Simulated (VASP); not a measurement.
# HfN (zincblende type) (F-43m) in VASP: notebook

Runs on HfN (zincblende type). Level: PBE. Tasks: single point, relaxation of cell and atoms.

Everything below comes from runs of VASP 6.6.1. Logs are shortened: lines on timing, memory, paths and dates and some standing lists are left out, and cuts for length are marked.

## (1) The cell of the first run

The structure is cubic, space group F-43m (No. 216). The conventional cell has a = 4.244 Å, b = 4.244 Å, c = 4.244 Å, α = 90.00°, β = 90.00°, γ = 90.00°. Hf (site symmetry -43m) has 4 N at 1.84 Å within 2.4 Å. N (site symmetry -43m) has 4 Hf at 1.84 Å within 2.4 Å.

## (2) Single point, PBE

INCAR reads:

```
PREC = Accurate
ENCUT = 520
EDIFF = 1E-7
ISMEAR = -1
SIGMA = 0.08
LREAL = False
LASPH = True
NELM = 80
ALGO = Normal
ISIF = 2
LWAVE = False
LCHARG = True
GGA = PE
LELF = True
LVHAR = True
NBANDS = 14
```

KPOINTS reads:

```
Automatic mesh
0
Gamma
  16 16 16
```

POSCAR reads:

```
HfN
1.0
    0.0000000000      2.1222214666      2.1222214666
    2.1222214666      0.0000000000      2.1222214666
    2.1222214666      2.1222214666      0.0000000000
Hf N
1 1
Direct
    0.0000000000      0.0000000000      0.0000000000
    0.2500000000      0.2500000000      0.2500000000
```

Potentials or basis: VASP PAW PBE potentials, release 64 (Hf_pv, N).

The run is started by

```console
$ cat potpaw_PBE.64/Hf_pv/POTCAR potpaw_PBE.64/N/POTCAR > POTCAR
$ mpirun -np 1 vasp_std > vasp.out
```

OUTCAR:

```text
PREC = Accurate
   ENCUT = 520
   EDIFF = 1E-7
   ISMEAR = -1
   LREAL = False
   LASPH = True
   NELM = 80
   ISIF = 2
   GGA = PE

 ion  position               nearest neighbor table
   1  0.000  0.000  0.000-   2 1.84   2 1.84   2 1.84   2 1.84
   2  0.250  0.250  0.250-   1 1.84   1 1.84   1 1.84   1 1.84

  LATTYP: Found a face centered cubic cell.
 ALAT       =     4.2444429332

  Lattice vectors:

 A1 = (   0.0000000000,   2.1222214666,   2.1222214666)
 A2 = (   2.1222214666,   0.0000000000,   2.1222214666)
 A3 = (   2.1222214666,   2.1222214666,   0.0000000000)

Analysis of symmetry for initial positions (statically):
=====================================================================
 Subroutine PRICEL returns:
 Original cell was already a primitive cell.

 Routine SETGRP: Setting up the symmetry group for a
 face centered cubic supercell.

 Subroutine GETGRP returns: Found 24 space group operations
 (whereof 24 operations were pure point group operations)
 out of a pool of 48 trial point group operations.

The static configuration has the point symmetry T_d .

Analysis of symmetry for dynamics (positions and initial velocities):
=====================================================================
 Subroutine PRICEL returns:
 Original cell was already a primitive cell.

 Routine SETGRP: Setting up the symmetry group for a
 face centered cubic supercell.

 Subroutine GETGRP returns: Found 24 space group operations
 (whereof 24 operations were pure point group operations)
 out of a pool of 48 trial point group operations.

The dynamic configuration has the point symmetry T_d .

 Subroutine INISYM returns: Found 24 space group operations
 (whereof 24 operations are pure point group operations),
 and found     1 'primitive' translations

----------------------------------------------------------------------------------------

                                     Primitive cell

  volume of cell :      19.1162

  direct lattice vectors                    reciprocal lattice vectors
     0.000000000  2.122221467  2.122221467    -0.235602178  0.235602178  0.235602178
     2.122221467  0.000000000  2.122221467     0.235602178 -0.235602178  0.235602178
     2.122221467  2.122221467  0.000000000     0.235602178  0.235602178 -0.235602178

  length of vectors
     3.001274380  3.001274380  3.001274380     0.408074943  0.408074943  0.408074943

  position of ions in fractional coordinates (direct lattice)
     0.000000000  0.000000000  0.000000000
     0.250000000  0.250000000  0.250000000

  ion indices of the primitive-cell ions
   primitive index   ion index
                 1           1
                 2           2

----------------------------------------------------------------------------------------

 KPOINTS: Automatic mesh

Automatic generation of k-mesh.
 Grid dimensions read from file:
 generate k-points for:   16   16   16

 Generating k-lattice:

  Cartesian coordinates                     Fractional coordinates (reciprocal lattice)
    -0.014725136  0.014725136  0.014725136     0.062500000  0.000000000  0.000000000
     0.014725136 -0.014725136  0.014725136     0.000000000  0.062500000  0.000000000
     0.014725136  0.014725136 -0.014725136     0.000000000  0.000000000  0.062500000

  Length of vectors
     0.025504684  0.025504684  0.025504684

  Shift w.r.t. Gamma in fractional coordinates (k-lattice)
     0.000000000  0.000000000  0.000000000

 Subroutine IBZKPT returns following result:
 ===========================================

 Found    145 irreducible k-points:

 Following reciprocal coordinates:
            Coordinates               Weight
  0.000000  0.000000  0.000000      1.000000
  0.062500  0.000000  0.000000      8.000000
  0.125000  0.000000  0.000000      8.000000
  0.187500  0.000000  0.000000      8.000000
  0.250000  0.000000  0.000000      8.000000
  0.312500  0.000000  0.000000      8.000000
[... 16 lines left out ...]
 -0.125000  0.062500  0.000000     24.000000
 -0.062500  0.062500  0.000000     12.000000
 [... further k-points ...]
   k-points           NKPTS =    145   k-points in BZ     NKDIM =    145   number of bands    NBANDS=     14
   number of dos      NEDOS =    301   number of ions     NIONS =      2
   total plane-waves  NPLWV =  13824
   dimension x,y,z NGX =    24 NGY =   24 NGZ =   24
   dimension x,y,z NGXF=    48 NGYF=   48 NGZF=   48
   ions per type =               1   1
   NGX,Y,Z   is equivalent  to a cutoff of  13.29, 13.29, 13.29 a.u.
   NGXF,Y,Z  is equivalent  to a cutoff of  26.59, 26.59, 26.59 a.u.
 SYSTEM =  unknown system
   PREC   = accura    normal or accurate (medium, high low for compatibility)
   ISTART =      0    job   : 0-new  1-cont  2-samecut
   ICHARG =      2    charge: 1-file 2-atom 10-const
   ISPIN  =      1    spin polarized calculation?
   LNONCOLLINEAR =      F non collinear calculations
   LSORBIT =      F    spin-orbit coupling
[... 62 lines left out ...]
      4      -8.6491      2.00000
      5       1.7759      2.00000
      6       1.7759      2.00000
      7       1.7759      2.00000
      8      10.1241      0.00672
      9      12.8963      0.00000
     10      12.8963      0.00000
     11      19.0653      0.00000
     12      19.0653      0.00000
     13      19.0653      0.00000
     14      23.9022      0.00000

 k-point     2 :       0.0625    0.0000    0.0000
  band No.  band energies     occupation
      1     -20.1744      2.00000
      2     -20.0759      2.00000
      3     -20.0759      2.00000
      4      -8.5099      2.00000
      5       1.7147      2.00000
      6       1.8345      2.00000
      7       1.8345      2.00000
      8      10.3773      0.00028
      9      12.7422      0.00000
     10      12.7422      0.00000
     11      18.8740      0.00000
     12      19.3689      0.00000
     13      19.3689      0.00000
     14      23.9014      0.00000

 k-point     3 :       0.1250    0.0000    0.0000
  band No.  band energies     occupation
      1     -20.4746      2.00000
      2     -20.1095      2.00000
      3     -20.1095      2.00000
      4      -8.1387      2.00000
      5       1.6010      2.00000
      6       1.9964      2.00000
      7       1.9964      2.00000
      8      11.0379      0.00000
      9      12.4115      0.00000
     10      12.4115      0.00000
     11      18.4537      0.00000
     12      20.0965      0.00000
     13      20.0965      0.00000
     14      23.8970      0.00000

 k-point     4 :       0.1875    0.0000    0.0000
  band No.  band energies     occupation
      1     -20.8907      2.00000
      2     -20.1591      2.00000
      3     -20.1591      2.00000
      4      -7.6514      2.00000
      5       1.5856      2.00000
      6       2.2226      2.00000
      7       2.2226      2.00000
      8      11.8461      0.00000
      9      12.1378      0.00000
     10      12.1378      0.00000
     11      18.0957      0.00000
     12      20.8281      0.00000
     13      20.8281      0.00000
     14      23.8382      0.00000

 k-point     5 :       0.2500    0.0000    0.0000
  band No.  band energies     occupation
      1     -21.3409      2.00000
      2     -20.2168      2.00000
      3     -20.2168      2.00000
      4      -7.1823      2.00000
      5       1.8016      2.00000
      6       2.4588      2.00000
      7       2.4588      2.00000
      8      12.0915      0.00000
      9      12.0915      0.00000
     10      12.4612      0.00000
     11      17.9475      0.00000
[... 276 lines left out ...]
 k-point    22 :      -0.1875    0.0625    0.0000
  band No.  band energies     occupation
      1     -21.0644      2.00000
      2     -20.2636      2.00000
      3     -20.1552      2.00000
      4      -7.3969      2.00000
      5       1.5319      2.00000
      6       2.2767      2.00000
      7       2.5003      2.00000
      8      11.5282      0.00000
      9      12.1313      0.00000
     10      12.6370      0.00000
     11      18.2717      0.00000
     12      20.5168      0.00000
     13      21.4677      0.00000
     14      23.4755      0.00000

 k-point    23 :      -0.1250    0.0625    0.0000
  band No.  band energies     occupation
      1     -20.6501      2.00000
      2     -20.1944      2.00000
      3     -20.1085      2.00000
      4      -7.8811      2.00000
      5       1.4860      2.00000
      6       2.0513      2.00000
      7       2.2483      2.00000
      8      11.4639      0.00000
      9      11.8139      0.00000
     10      12.6522      0.00000
     11      18.5540      0.00000
     12      19.9183      0.00000
     13      20.8579      0.00000
     14      23.8907      0.00000

 k-point    24 :      -0.0625    0.0625    0.0000
  band No.  band energies     occupation
      1     -20.3290      2.00000
      2     -20.1283      2.00000
      3     -20.0805      2.00000
      4      -8.2929      2.00000
      5       1.5950      2.00000
      6       1.8906      2.00000
      7       2.0083      2.00000
      8      10.7638      0.00000
      9      12.2783      0.00000
     10      12.7881      0.00000
     11      18.8723      0.00000
     12      19.3384      0.00000
     13      20.0255      0.00000
     14      23.8996      0.00000

 [... further k-points ...]
[... 5 lines left out ...]
  --------------------------------------------------------------------------------------
  -------------------------------------------------------------------------------------
  Total       24.2536590     24.2536590     24.2536590      0.0000000      0.0000000      0.0000000
  in kB     2032.7583027   2032.7583027   2032.7583027      0.0000000      0.0000000      0.0000000
  external PRESSURE =    2032.7583027 kB  Pullay stress =       0.0000000 kB

 VOLUME and BASIS-vectors are now :
 -----------------------------------------------------------------------------
  energy-cutoff  :      520.00
  volume of cell :       19.12
      direct lattice vectors                 reciprocal lattice vectors
     0.000000000  2.122221467  2.122221467    -0.235602178  0.235602178  0.235602178
     2.122221467  0.000000000  2.122221467     0.235602178 -0.235602178  0.235602178
     2.122221467  2.122221467  0.000000000     0.235602178  0.235602178 -0.235602178

 POSITION                                       TOTAL-FORCE (eV/Angst)
 -----------------------------------------------------------------------------------
      0.00000      0.00000      0.00000         0.000000     -0.000000     -0.000000
      1.06111      1.06111      1.06111        -0.000000      0.000000      0.000000
 -----------------------------------------------------------------------------------
    total drift:                               -0.000000     -0.000000     -0.000000

  FREE ENERGIE OF THE ION-ELECTRON SYSTEM (eV)
  ---------------------------------------------------
  free  energy   TOTEN  =       -16.6099385993 eV

  energy  without entropy=      -16.6009787319  energy(sigma->0) =      -16.60545867
```

Wall time 16 s (1 thread of Intel Xeon 6975P-C, shared host); peak memory 0.17 GiB.

Results:

```
Free energy : -16.6099 eV
Pressure    : 203.3 GPa
```

Caveat: spin-orbit coupling is left out, which moves the levels of the heavy elements.

## (3) Single point, PBE

INCAR reads:

```
  PREC = Accurate
  ENCUT = 520
  EDIFF = 1E-7
  ISMEAR = -1
  SIGMA = 0.08
  LREAL = F
  LASPH = T
  NELM = 100
  ALGO = Normal
  ISIF = 2
  LWAVE = F
  LCHARG = F
  GGA = PE
  NBANDS = 14
```

KPOINTS is that of step 2.

POSCAR reads:

```
HfN
1.0
    0.0000000000      2.1220025811      2.1220025811
    2.1220025811      0.0000000000      2.1220025811
    2.1220025811      2.1220025811      0.0000000000
Hf N
1 1
Direct
    0.0000000000      0.0000000000      0.0000000000
    0.2500000000      0.2500000000      0.2500000000
```

Potentials or basis: VASP PAW PBE potentials, release 64 (Hf_pv, N).

The run is started by

```console
$ cat potpaw_PBE.64/Hf_pv/POTCAR potpaw_PBE.64/N/POTCAR > POTCAR
$ mpirun -np 1 vasp_std > vasp.out
```

It took 21 s on 1 thread of Intel Xeon 6975P-C, shared host; peak memory 0.17 GiB.

Results (log left out):

```yaml
Free_energy: -16.6024 eV
Pressure: 203.5 GPa
```

Levels at points of the mesh, in eV from the Fermi level:
| k point | band 5 | band 6 | band 7 | band 8 | band 9 | band 10 |
| --- | --- | --- | --- | --- | --- | --- |
| (0.00, 0.00, 0.00) | -7.89 | -7.89 | -7.89 | 0.46 | 3.23 | 3.23 |
| (0.50, 0.00, 0.00) | -6.80 | -6.80 | -5.80 | 2.43 | 4.29 | 4.29 |
| (0.50, 0.50, 0.00) | -9.78 | -3.66 | -3.66 | -0.85 | 3.72 | 6.65 |

Caveat: spin-orbit coupling is left out, which moves the levels of the heavy elements.

## (4) Relaxation of cell and atoms, PBE, target pressure 200 GPa, at which the enthalpy is minimised

This run uses another cell than the first one, of 9.00 Å³/atom, 0.942 times its volume.

INCAR reads:

```
SYSTEM = HfN
ALGO = Normal ; EDIFF = 1E-6
EDIFFG = -0.005 ; ENCUT = 600
GGA = PE ; IBRION = 2
ISIF = 3 ; ISMEAR = -1
LASPH = .True. ; LCHARG = .False.
LREAL = .False. ; LWAVE = .False.
NELM = 100 ; NSW = 60
PREC = Accurate ; PSTRESS = 2000.0
SIGMA = 0.08
```

KPOINTS reads:

```
k-points
0
Gamma
  16 16 16
  0 0 0
```

POSCAR reads:

```
HfN
1.0
    0.0000000000      2.0800921753      2.0800921753
    2.0800921753      0.0000000000      2.0800921753
    2.0800921753      2.0800921753      0.0000000000
Hf N
1 1
Direct
    0.0000000000      0.0000000000      0.0000000000
    0.2500000000      0.2500000000      0.2500000000
```

The run is started by

```console
$ cat potpaw_PBE.64/Hf_pv/POTCAR potpaw_PBE.64/N/POTCAR > POTCAR
$ mpirun -np 1 vasp_std > vasp.out
```

Wall time 85 s (1 thread of Intel Xeon 6975P-C, shared host); peak memory 0.18 GiB.

Results (log left out):

```
Free energy                                            : -16.7024 eV
Relaxed volume                                         : 9.59 Å³/atom
Relaxed cell                                           : a = 3.005 Å, b = 3.005 Å, c = 3.005 Å, α = 60.00°, β = 60.00°, γ = 60.00°
Space group after relaxing (to 0.05 Å)                 : F-43m (No. 216)
Energy change on relaxing (the enthalpy is what falls) : -847.9 meV/atom
Ionic steps                                            : 16
Pressure after relaxing                                : 200.0 GPa
```

Step by step:
| step | energy change (eV) | largest force (eV/Å) | pressure (GPa) | volume (Å³) |
| --- | --- | --- | --- | --- |
| 1 | 0.0000 | 0.0000 | 259.68 | 18.00 |
| 2 | -6.1632 | 0.0000 | 9.02 | 28.22 |
| 3 | -2.0322 | 0.0000 | 188.03 | 19.47 |
| 4 | -1.7094 | 0.0000 | 199.50 | 19.20 |
| 5 | -1.6788 | 0.0000 | 200.64 | 19.18 |
| 6 | -1.6801 | 0.0000 | 200.57 | 19.18 |
| 7 | -1.6839 | 0.0000 | 200.41 | 19.18 |
| 8 | -1.6839 | 0.0000 | 200.41 | 19.18 |
| 9 | -1.6840 | 0.0000 | 200.41 | 19.18 |
| 10 | -1.6842 | 0.0000 | 200.41 | 19.18 |
| 11 | -1.6847 | 0.0000 | 200.39 | 19.18 |
| 12 | -1.6855 | 0.0000 | 200.37 | 19.18 |
| 13 | -1.6873 | 0.0000 | 200.33 | 19.18 |
| 14 | -1.6908 | 0.0000 | 200.24 | 19.18 |
| 15 | -1.6977 | 0.0000 | 199.91 | 19.19 |
| 16 | -1.6958 | 0.0000 | 199.95 | 19.19 |

Final structure:
```xyz
2
Lattice="0.0000 2.1249 2.1249 2.1249 0.0000 2.1249 2.1249 2.1249 0.0000" Properties=species:S:1:pos:R:3 pbc="T T T"
Hf    0.0000    0.0000    0.0000
N     1.0625    1.0625    1.0625
```

Levels at points of the mesh, in eV from the Fermi level:
```
           k point  band 3  band 4  band 5  band 6  band 7  band 8  band 9  band 10  band 11
(0.00, 0.00, 0.00)  -29.74  -18.30   -7.87   -7.87   -7.87    0.44    3.22     3.22     9.37
(0.50, 0.00, 0.00)  -30.04  -16.14   -6.78   -6.78   -5.81    2.42    4.28     4.28     5.84
(0.50, 0.50, 0.00)  -30.51  -15.23   -9.75   -3.67   -3.67   -0.87    3.70     6.62     7.49
```

Caveat: the cell is relaxed towards a set pressure, so the enthalpy falls and the energy may rise; spin-orbit coupling is left out, which moves the levels of the heavy elements.

## (5) Relaxation of cell and atoms, PBE, target pressure 200 GPa, at which the enthalpy is minimised

INCAR reads:

```
SYSTEM = HfN
PREC = Accurate
ENCUT = 600
EDIFF = 1E-7
ISMEAR = -1
SIGMA = 0.08
LREAL = .FALSE.
LASPH = .TRUE.
NELM = 100
ALGO = Normal
ISIF = 3
LWAVE = .FALSE.
LCHARG = .FALSE.
GGA = PE
IBRION = 2
NSW = 32
EDIFFG = -0.005
PSTRESS = 2000.0
```

KPOINTS reads:

```
regular mesh
0
G
  16 16 16
  0 0 0
```

POSCAR reads:

```
HfN
1.0
    0.0000000000      2.1222214666      2.1222214666
    2.1222214666      0.0000000000      2.1222214666
    2.1222214666      2.1222214666      0.0000000000
Hf N
1 1
Direct
    0.0000000000      0.0000000000      0.0000000000
    0.2500000000      0.2500000000      0.2500000000
```

The run is started by

```console
$ cat potpaw_PBE.64/Hf_pv/POTCAR potpaw_PBE.64/N/POTCAR > POTCAR
$ mpirun -np 1 vasp_std > vasp.out
```

Run time: 67 s. Hardware: 1 thread of Intel Xeon 6975P-C, shared host; peak memory 0.19 GiB.

It converged, with:

```
Free energy                                            : -16.7036 eV
Relaxed volume                                         : 9.59 Å³/atom
Relaxed cell                                           : a = 3.005 Å, b = 3.005 Å, c = 3.005 Å, α = 60.00°, β = 60.00°, γ = 60.00°
Space group after relaxing (to 0.05 Å)                 : F-43m (No. 216)
Energy change on relaxing (the enthalpy is what falls) : -45.4 meV/atom
Ionic steps                                            : 3
Pressure after relaxing                                : 200.0 GPa
```

Step by step:
```
step  energy change (eV)  largest force (eV/Å)  pressure (GPa)  volume (Å³)
   1              0.0000                0.0000          203.20        19.12
   2             -0.6370                0.0000          180.50        19.65
   3             -0.0908                0.0000          199.97        19.19
```

Final structure:
```xyz
2
Lattice="0.0000 2.1249 2.1249 2.1249 0.0000 2.1249 2.1249 2.1249 0.0000" Properties=species:S:1:pos:R:3 pbc="T T T"
Hf    0.0000    0.0000    0.0000
N     1.0624    1.0624    1.0624
```

Levels at points of the mesh, in eV from the Fermi level:
| k point | band 3 | band 4 | band 5 | band 6 | band 7 | band 8 | band 9 | band 10 | band 11 |
| --- | --- | --- | --- | --- | --- | --- | --- | --- | --- |
| (0.00, 0.00, 0.00) | -29.74 | -18.30 | -7.87 | -7.87 | -7.87 | 0.44 | 3.22 | 3.22 | 9.37 |
| (0.50, 0.00, 0.00) | -30.04 | -16.14 | -6.78 | -6.78 | -5.81 | 2.42 | 4.28 | 4.28 | 5.84 |
| (0.50, 0.50, 0.00) | -30.51 | -15.23 | -9.75 | -3.67 | -3.67 | -0.87 | 3.70 | 6.62 | 7.49 |

Caveat: the cell is relaxed towards a set pressure, so the enthalpy falls and the energy may rise; spin-orbit coupling is left out, which moves the levels of the heavy elements.

## (6) Summary

```csv
task,cell,cutoff (eV),gap on the mesh (eV),pressure (GPa)
single point,"a = 3.001 Å, angles 60.0°, 2 atoms",520,none,203.5
relaxation of cell and atoms,"relaxed to 200 GPa from a = 2.942 Å, angles 60.0°, 2 atoms",600,none,200.0
relaxation of cell and atoms,"relaxed to 200 GPa from a = 3.001 Å, angles 60.0°, 2 atoms",600,none,200.0
```

Alike in all rows: level PBE; potentials or basis VASP PAW PBE potentials, release 64 (Hf_pv, N); no spin polarisation; k mesh 16 × 16 × 16; smearing fermi-dirac 0.08 eV.

Caveats: spin-orbit coupling is left out, which moves the levels of the heavy elements; the cell is relaxed towards a set pressure, so the enthalpy falls and the energy may rise (some runs).

Total energies depend on the potentials used, so only differences within one code and one set of settings carry meaning.
